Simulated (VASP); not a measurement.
# AlSi62 (a cell with a defect) in VASP: single point with PBE+D3(BJ)

Aim: the single point of AlSi62 (a cell with a defect) with PBE+D3(BJ).

Program: VASP 6.6.1. These are calculated values, not measurements. Logs are shortened: lines on timing, memory, paths and dates and some standing lists are left out, and cuts for length are marked.

## (1) The cell of the first run

The cell holds a defect, 63 atoms: a = 10.860 Å, b = 10.860 Å, c = 10.860 Å, α = 90.00°, β = 90.00°, γ = 90.00°.

## (2) Single point, PBE+D3(BJ)

Input file INCAR:

```
  PREC = Accurate
  ENCUT = 520
  EDIFF = 1E-6
  ISMEAR = 0
  SIGMA = 0.05
  LREAL = Auto
  LASPH = T
  NELM = 60
  ALGO = Normal
  ISIF = 2
  LWAVE = F
  LCHARG = F
  GGA = PE
  IVDW = 12
  NELECT = 252.0
  NBANDS = 162
```

Input file KPOINTS:

```
regular mesh
0
Gamma
  1 1 1
```

Input file POSCAR:

```
AlSi62
1.0
   10.8600000000      0.0000000000      0.0000000000
    0.0000000000     10.8600000000      0.0000000000
    0.0000000000      0.0000000000     10.8600000000
Si Al
62 1
Direct
    0.4921366483     -0.0077371087      0.0045348987
    0.6235548803      0.1237064457      0.1244266114
    0.7514376611      0.2515352670      0.0004518416
    0.8828193370      0.3829511971      0.1203918969
    0.7493787293      0.0018127072      0.2512674033
    0.8764365562      0.1284339779      0.3734968692
   -0.0019138122      0.0011975138     -0.0002225599
    0.1250536832      0.1251962247      0.1248894107
    0.2499282689      0.2500155617      0.0000226519
    0.3768855433      0.3740112339      0.1251476059
    0.5010885820      0.4981962247     -0.0002339779
    0.6250561694      0.6251845304      0.1248836096
    0.7499116022      0.7500292818      0.0000238490
    0.8738842541      0.8770005525      0.1251539595
    0.2501775322      0.0012226519      0.2518636280
    0.3763404236      0.1257157459      0.3766247698
    0.5016877532      0.2495185083      0.2512987109
    0.6283382136      0.3765609576      0.3735187845
    0.7538869245      0.5023053407      0.2477709024
    0.8828318600      0.6296872007      0.3671110497
    0.4985526703     -0.0013377532      0.5032811234
    0.6247992634      0.1249384899      0.6251311234
    0.7501902394      0.2502849908      0.4997706262
    0.8764244936      0.3765588398      0.6216322284
    0.7466434622     -0.0013261510      0.7514027624
    0.8733125230      0.1257040516      0.8736089319
    0.0130827808      0.5131959484     -0.0035886740
    0.3618852670      0.8620185083      0.1285337937
    0.0021765193      0.2540255985      0.2477828729
    0.1295771639      0.3829715470      0.3671069061
    0.2535666667      0.5132105893      0.2368602210
    0.3769037753      0.6249209945      0.3760456722
    0.5011039595      0.7503171271      0.2518721915
    0.6256205341      0.8764657459      0.3766384899
   -0.0013494475      0.0017974217      0.5005670350
    0.1254841621      0.1237460405      0.6263327808
    0.2495239411      0.2515615101      0.4985116943
    0.3763353591      0.3734452118      0.6243643646
    0.5016847145      0.4987738490      0.5005647330
    0.6235630755      0.6256476059      0.6263627072
    0.7514447514      0.7496197053      0.4985317680
    0.8733092081      0.8764613260      0.6243745856
    0.2454276243     -0.0076604052      0.7577282689
    0.3728247698      0.1212120626      0.8771220994
    0.4985651013      0.2467988029      0.7514098527
    0.6256192449      0.3734437385      0.8736162983
    0.7493796501      0.4987988029      0.7482535912
    0.8738984346      0.6249129834      0.8730524862
    0.0130939227      0.7536772560      0.2368764273
    0.1248063536      0.8770211786      0.3760732965
    0.0021644567      0.5022852670      0.4960514733
    0.1250555249      0.6251792818      0.6248674033
    0.2499303867      0.7500346225      0.5000372928
    0.3728122468      0.8729369245      0.6288523941
   -0.0013445672      0.2495176796      0.7482800184
    0.1248066298      0.3740087477      0.8730631676
    0.2501756906      0.4982133517      0.7488533149
    0.3618968692      0.6215517495      0.8880430018
    0.4921506446      0.7455491713      0.7577984346
    0.6210861878      0.8729310313      0.8771480663
   -0.0018973297      0.7503031308      0.7488698895
    0.1214680479      0.8620997238      0.8879818600
    0.1876359116      0.6875875691      0.0625440147
```

Potentials or basis: VASP PAW PBE potentials, release 64 (Si, Al).

Run with:

```sh
$ cat potpaw_PBE.64/Si/POTCAR potpaw_PBE.64/Al/POTCAR > POTCAR
$ mpirun -np 1 vasp_gam > vasp.out
```

OUTCAR:

```text
PREC = Accurate
   ENCUT = 520
   EDIFF = 1E-6
   ISMEAR = 0
   LREAL = Auto
   LASPH = T
   NELM = 60
   ISIF = 2
   GGA = PE
   IVDW = 12
   NELECT = 252.0
 IVDW          = 12

 ion  position               nearest neighbor table
   1  0.492  0.992  0.005-  60 2.36  44 2.36   2 2.40  28 2.41
   2  0.624  0.124  0.124-  17 2.35   5 2.35   3 2.38   1 2.40
   3  0.751  0.252  0.000-  26 2.35  46 2.35   2 2.38   4 2.40
   4  0.883  0.383  0.120-  19 2.36  29 2.36   3 2.40  27 2.41
   5  0.749  0.002  0.251-  34 2.35   2 2.35  14 2.35   6 2.36
   6  0.876  0.128  0.373-  23 2.35   5 2.36  35 2.36  29 2.36
[... 54 lines left out ...]
  61  0.998  0.750  0.749-  48 2.34  42 2.35  62 2.36  52 2.36
  62  0.121  0.862  0.888-   7 2.36  61 2.36  43 2.41  63 2.78
  63  0.188  0.688  0.063-  31 2.77  28 2.77  58 2.77  49 2.77  27 2.77  62 2.78

  LATTYP: Found a simple cubic cell.
 ALAT       =    10.8600000000

  Lattice vectors:

 A1 = (  10.8600000000,   0.0000000000,   0.0000000000)
 A2 = (   0.0000000000,  10.8600000000,   0.0000000000)
 A3 = (   0.0000000000,   0.0000000000,  10.8600000000)

Analysis of symmetry for initial positions (statically):
=====================================================================
 Subroutine PRICEL returns:
 Original cell was already a primitive cell.

 Routine SETGRP: Setting up the symmetry group for a
 simple cubic supercell.

 Subroutine GETGRP returns: Found  1 space group operations
 (whereof  1 operations were pure point group operations)
 out of a pool of 48 trial point group operations.

The static configuration has the point symmetry C_1 .

Analysis of symmetry for dynamics (positions and initial velocities):
=====================================================================
 Subroutine PRICEL returns:
 Original cell was already a primitive cell.

 Routine SETGRP: Setting up the symmetry group for a
 simple cubic supercell.

 Subroutine GETGRP returns: Found  1 space group operations
 (whereof  1 operations were pure point group operations)
 out of a pool of 48 trial point group operations.

The dynamic configuration has the point symmetry C_1 .

 Subroutine INISYM returns: Found  1 space group operations
 (whereof  1 operations are pure point group operations),
 and found     1 'primitive' translations

----------------------------------------------------------------------------------------

[... 196 lines left out ...]
   ISIF   =      2    stress and relaxation
   ISYM   =      2    0-nonsym 1-usesym 2-fastsym
   POTIM  = 0.5000    time-step for ionic-motion
   TEBEG  =    0.0;   TEEND  =   0.0 temperature during run
   PSTRESS=    0.0 pullay stress
   NELECT =     252.0000    total number of electrons
   NUPDOWN=      -1.0000    fix difference up-down
   EMIN   =  10.00;   EMAX   =-10.00  energy-range for DOS
   EFERMI =   0.00;   METHOD = LEGACY
   ISMEAR =     0;   SIGMA  =   0.05  broadening in eV -4-tet -1-fermi 0-gaus
   EFERMI_NEDOS =   21; number of points for ismear=-14 and -15
   IALGO  =     38    algorithm
   IMIX   =      4    mixing-type and parameters
     AMIX     =   0.40;   BMIX     =  1.00
     AMIX_MAG =   1.60;   BMIX_MAG =  1.00
  volume/ion in A,a.u.               =      20.33       137.20
  Fermi-wavevector in a.u.,A,eV,Ry     =   0.952164  1.799329 12.335269  0.906617
  Thomas-Fermi vector in A             =   2.080702
   LORBIT       =      0    0 simple, 1 ext, 2 COOP (PROOUT), +10 PAW based schemes
   GGA     = PE    functional components
   LHFCALC =     F    Hartree Fock is set to
   AEXX    =    0.0000 exact exchange contribution
   IVDW    =    12    specifies the selected vdW correction
   LEPSILON=     F    determine dielectric tensor
   LRPA    =     F    only Hartree local field effects (RPA)
 non-spin polarized calculation
 Gauss-broadening in eV      SIGMA  =   0.05
  energy-cutoff  :      520.00
  volume of cell :     1280.82
 maximum number of plane-waves:     17229
 NGX is ok and might be reduce to    84
   NGX = 41   NGY = 41   NGZ = 41

 number of electron     251.9999994 magnetization

 Free energy of the ion-electron system (eV)
  ---------------------------------------------------
  ext. energy  EPLUGINS =         0.00000000
  ---------------------------------------------------
  free energy    TOTEN  =      -324.88977364 eV

  energy without entropy =     -324.83335560  energy(sigma->0) =     -324.86156462

 E-fermi :   6.2214     XC(G=0):  -9.3563

 val. band max:        6.2211744268   @ k =   0.0000   0.0000   0.0000
 cond. band min:       6.2216009229   @ k =   0.0000   0.0000   0.0000
 fundamental gap:      0.0004264961
 Fermi energy:         6.2213876613

 k-point     1 :       0.0000    0.0000    0.0000
  band No.  band energies     occupation
      1      -6.1896      2.00000
      2      -5.1417      2.00000
      3      -5.1416      2.00000
      4      -5.1407      2.00000
      5      -5.1406      2.00000
      6      -5.0753      2.00000
[... 130 lines left out ...]
    137       6.9049      0.00000
    138       6.9049      0.00000
 [bands above 138 left out]

------------------------ aborting loop because EDIFF is reached ----------------------------------------

 Edisp (eV)  -19.54969

 E6    (eV) :   -11.4354

 E8    (eV) :    -8.1143

  FORCE on cell =-STRESS in cart. coord.  units (eV):
  Direction    XX          YY          ZZ          XY          YZ          ZX
  --------------------------------------------------------------------------------------
  -------------------------------------------------------------------------------------
  Total       2.83815     2.85433     2.85520    -6.05611     6.06950     6.05970
  in kB       3.55023     3.57047     3.57156    -7.57556     7.59231     7.58006
  external pressure =        3.56 kB  Pullay stress =        0.00 kB

 VOLUME and BASIS-vectors are now :
 -----------------------------------------------------------------------------
  energy-cutoff  :      520.00
  volume of cell :     1280.82
      direct lattice vectors                 reciprocal lattice vectors
    10.860000000  0.000000000  0.000000000     0.092081031  0.000000000  0.000000000
     0.000000000 10.860000000  0.000000000     0.000000000  0.092081031  0.000000000
     0.000000000  0.000000000 10.860000000     0.000000000  0.000000000  0.092081031

 POSITION                                       TOTAL-FORCE (eV/Angst)
 -----------------------------------------------------------------------------------
      5.34460     10.77597      0.04925        -0.000221     -0.000283     -0.000845
      6.77181      1.34345      1.35127        -0.000775     -0.001240      0.000355
      8.16061      2.73167      0.00491        -0.001614     -0.001545     -0.000486
      9.58742      4.15885      1.30746         0.000183      0.000316      0.000951
      8.13825      0.01969      2.72876         0.001065     -0.003093     -0.004453
      9.51810      1.39479      4.05618         0.000205     -0.001707      0.000135
[... 55 lines left out ...]
      1.31914      9.36240      9.64348        -0.002048      0.004451     -0.004345
      2.03773      7.46720      0.67923         0.002044      0.001021     -0.001288
 -----------------------------------------------------------------------------------
    total drift:                               -0.028014      0.003511      0.012947

  FREE ENERGIE OF THE ION-ELECTRON SYSTEM (eV)
  ---------------------------------------------------
  free  energy   TOTEN  =      -344.4394650124 eV

  energy  without entropy=     -344.3830469657  energy(sigma->0) =     -344.41125599
```

Run time: 7.2 min. Hardware: 1 thread of Intel Xeon Platinum 8375C at 2.90GHz (Ice Lake), shared host; peak memory 1 GiB.

What came out:

| Item | Value |
| --- | --- |
| Free energy | -344.4395 eV |
| Largest force | 0.008 eV/Å |
| Dispersion energy per atom | -0.310 eV |

Forces on the atoms (eV/Å):
```
Si   0.000  0.000 -0.001
Si  -0.001 -0.001  0.000
Si  -0.002 -0.002  0.000
Si   0.000  0.000  0.001
Si   0.001 -0.003 -0.004
Si   0.000 -0.002  0.000
Si   0.002  0.000  0.002
Si   0.001 -0.001  0.000
Si  -0.007  0.001  0.002
Si   0.001 -0.001 -0.002
Si  -0.001  0.003  0.002
Si   0.001 -0.001  0.000
Si  -0.007  0.002  0.003
Si  -0.001  0.000 -0.002
Si  -0.002 -0.001 -0.001
Si  -0.001  0.000  0.000
Si  -0.002  0.000 -0.005
Si  -0.001  0.000  0.000
Si   0.002  0.003 -0.003
Si   0.000 -0.001  0.000
Si  -0.001 -0.002  0.002
Si   0.001 -0.001  0.000
Si   0.004  0.005 -0.004
Si   0.000  0.000  0.001
Si  -0.001 -0.002  0.002
Si   0.000  0.001  0.002
Si  -0.003 -0.005 -0.005
Si   0.005  0.004  0.003
Si   0.003  0.002 -0.003
Si  -0.001  0.001  0.000
Si   0.005 -0.004  0.003
Si   0.000  0.002  0.001
Si   0.000 -0.003 -0.002
Si   0.002 -0.002  0.000
Si   0.004 -0.002 -0.001
Si   0.000 -0.001  0.001
Si   0.000 -0.001  0.001
Si  -0.002  0.000 -0.001
Si  -0.003  0.005  0.000
Si  -0.001 -0.001  0.001
Si  -0.001  0.000  0.001
Si   0.000 -0.002 -0.001
Si   0.002  0.000  0.000
Si  -0.001  0.001  0.001
Si  -0.002 -0.002  0.002
Si   0.001  0.000  0.002
Si   0.001  0.004  0.003
Si  -0.001  0.002  0.000
Si  -0.003  0.004  0.003
Si   0.003 -0.001  0.001
Si   0.003  0.003 -0.002
Si   0.001 -0.001  0.001
Si  -0.007  0.002  0.003
Si  -0.001 -0.002 -0.001
Si   0.004  0.001  0.002
Si   0.002 -0.001  0.000
Si  -0.002  0.002  0.000
Si   0.005 -0.002 -0.005
Si   0.000  0.000  0.000
Si   0.000 -0.002  0.002
Si   0.002 -0.003  0.000
Si  -0.002  0.004 -0.004
Al   0.002  0.001 -0.001
```

Caveat: the k points lie up to 0.58 Å⁻¹ apart; the cell carries a net charge on a neutralising background, which shifts energy and pressure; the cell is charged against a uniform background, so pressure and absolute levels hang on convention.
